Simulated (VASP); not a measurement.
Te:

```xyz
3
Lattice="4.4540 0.0000 0.0000 -2.2270 3.8573 0.0000 0.0000 0.0000 5.9240" Properties=species:S:1:pos:R:3 pbc="T T T"
Te    1.1981    0.0000    1.9747
Te   -0.5991    1.0376    3.9493
Te    1.6279    2.8197    0.0000
```

```yaml
Program: VASP 6.6.1
Task: relaxation of cell and atoms
Functional: PBE
Potentials_or_basis: VASP PAW PBE potentials, release 64 (Te)
Cutoff: 600 eV
k_mesh: 7 × 7 × 5
Occupations: gaussian, width 0.1 eV
Spin: no spin polarisation
```

At the start: pressure 1.5 GPa; volume 33.93 Å³/atom.

Question: Where does the relaxation end?

Answer: Over 10 steps the energy falls by 4.7 meV/atom and the volume is 35.09 Å³/atom (+3.4 %); space group P3_121 (No. 152, to 0.1 Å) before and after.

The path:
```
step  energy change (eV)  largest force (eV/Å)  pressure (GPa)  volume (Å³)
   1              0.0000                0.1600            1.45       101.78
   2             -0.0076                0.1055           -0.83       106.38
   3             -0.0133                0.0057            0.02       104.51
   4             -0.0135                0.0071            0.02       104.59
   5             -0.0139                0.0114            0.02       104.83
   6             -0.0139                0.0129            0.01       104.92
   7             -0.0140                0.0116            0.00       105.02
   8             -0.0140                0.0078           -0.03       105.31
   9             -0.0140                0.0038            0.02       105.24
  10             -0.0140                0.0006            0.01       105.26
```

Final structure:
```
Te
1.0
     4.51860    0.00000    0.00000
    -2.25930    3.91322    0.00000
     0.00000    0.00000    5.95273
Te
3
Direct
  0.26861 0.00000 0.33333
  0.00000 0.26861 0.66667
  0.73139 0.73139 0.00000
```
